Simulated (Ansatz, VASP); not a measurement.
**CuH3: VASP beside Ansatz**

```
CELL_PARAMETERS angstrom
3.22165 0.00000 0.00000
0.00000 3.22165 0.00000
0.00000 0.00000 3.22165
ATOMIC_POSITIONS crystal
Cu 0.50000 0.50000 0.50000
H 0.50000 0.50000 0.00000
H 0.50000 0.00000 0.50000
H 0.00000 0.50000 0.50000
```

Alike in both runs: task relaxation of cell and atoms; functional PBE; k mesh 14 × 14 × 14; occupations gaussian, width 0.1 eV; no spin polarisation.

|  | VASP | Ansatz |
| --- | --- | --- |
| version | VASP 6.6.1 | Ansatz 0.2.0 |
| potentials or method | VASP PAW PBE potentials, release 64 (Cu, H), cutoff 600 eV | scalar-relativistic, plane waves, PAW |
| valence electrons in the cell | 14 | 22 |

Ansatz gave:

| Property | Result |
| --- | --- |
| gap on the k mesh at the Fermi level, each at its own relaxed structure (eV) | none |
| relaxed volume (Å³/atom) | 8.36 |
| relaxed cell length with the largest relative difference (Å) | 3.222 |

**Question.** Estimate VASP's values.

**Answer.** gap on the k mesh at the Fermi level, each at its own relaxed structure (eV): none; relaxed volume (Å³/atom): 8.38; relaxed cell length with the largest relative difference (Å): 3.224.

A gap of «none» marks a metal or a gap that the smearing closes. VASP's potentials hold 14 valence electrons a cell and Ansatz's 22, so a difference there can come from the potentials and not from the codes.
